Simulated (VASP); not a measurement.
# VN: relaxation of cell and atoms with PBE

Crystal: VN.

```
V N
1.0
     0.00000    2.06400    2.06400
     2.06400    0.00000    2.06400
     2.06400    2.06400    0.00000
V N
1 1
Direct
  0.00000 0.00000 0.00000
  0.50000 0.50000 0.50000
```

```
Program                : VASP 6.6.1
Task                   : relaxation of cell and atoms
Functional             : PBE
Potentials or basis    : VASP PAW PBE potentials, release 64 (V_sv, N)
Cutoff                 : 600 eV
k mesh                 : 18 × 18 × 18
Occupations            : gaussian, width 0.1 eV
Spin                   : collinear spin, ferromagnetic start
Starting moments       : [0.11, 0.0] μB
Dipole correction      : no
Further INCAR settings : ALGO = Normal; EDIFF = 1e-06; IBRION = 2; EDIFFG = -0.005; NSW = 100; ISIF = 3
```

```json
{
 "Relaxed volume": "8.74 Å³/atom",
 "Relaxed cell": "a = 2.913 Å, b = 2.913 Å, c = 2.913 Å, α = 60.00°, β = 60.00°, γ = 60.00°",
 "Space group after relaxing (to 0.05 Å)": "Fm-3m (No. 225)",
 "Energy gained by relaxing": "0.4 meV/atom",
 "Ionic steps": "3",
 "Pressure after relaxing": "0.0 GPa",
 "Net moment": "0.00 μB per cell",
 "Valence electrons inside the program's atomic spheres": "V 11.67; N 3.75"
}
```

Step by step:
| step | energy change (eV) | largest force (eV/Å) | pressure (GPa) | volume (Å³) |
| --- | --- | --- | --- | --- |
| 1 | 0.0000 | 0.0000 | -2.03 | 17.59 |
| 2 | 0.0009 | 0.0000 | 3.04 | 17.30 |
| 3 | -0.0007 | 0.0000 | 0.00 | 17.48 |

Final structure:
```
CELL_PARAMETERS angstrom
0.00000 2.05967 2.05967
2.05967 0.00000 2.05967
2.05967 2.05967 0.00000
ATOMIC_POSITIONS crystal
V 0.00000 0.00000 0.00000
N 0.50000 0.50000 0.50000
```

Levels at points of the mesh, in eV from the Fermi level:
Spin up:
| k point | band 6 | band 7 | band 8 | band 9 | band 10 | band 11 | band 12 | band 13 |
| --- | --- | --- | --- | --- | --- | --- | --- | --- |
| (0.00, 0.00, 0.00) | -2.23 | -2.23 | -2.23 | -1.53 | -1.53 | -1.53 | -0.47 | -0.47 |
| (0.50, 0.00, 0.00) | -8.90 | -6.09 | -6.09 | 0.60 | 0.60 | 1.47 | 5.01 | 5.01 |
| (0.50, 0.50, 0.00) | -6.67 | -3.82 | -3.66 | -3.66 | 0.51 | 1.22 | 1.22 | 2.70 |
Spin down:
```
           k point  band 5  band 6  band 7  band 8  band 9  band 10  band 11  band 12  band 13
(0.00, 0.00, 0.00)  -17.98   -2.23   -2.23   -2.23   -1.53    -1.53    -1.53    -0.47    -0.47
(0.50, 0.00, 0.00)  -15.25   -8.90   -6.09   -6.09    0.60     0.60     1.47     5.01     5.01
(0.50, 0.50, 0.00)  -16.18   -6.67   -3.82   -3.66   -3.66     0.51     1.22     1.22     2.70
```

Wall time 68 s on 1 thread of Intel(R) Xeon(R) 6975P-C (Granite Rapids), on a shared host, peak memory 0.22 GiB.

Caveat: the bands computed are all filled at some k points, so no gap is given.
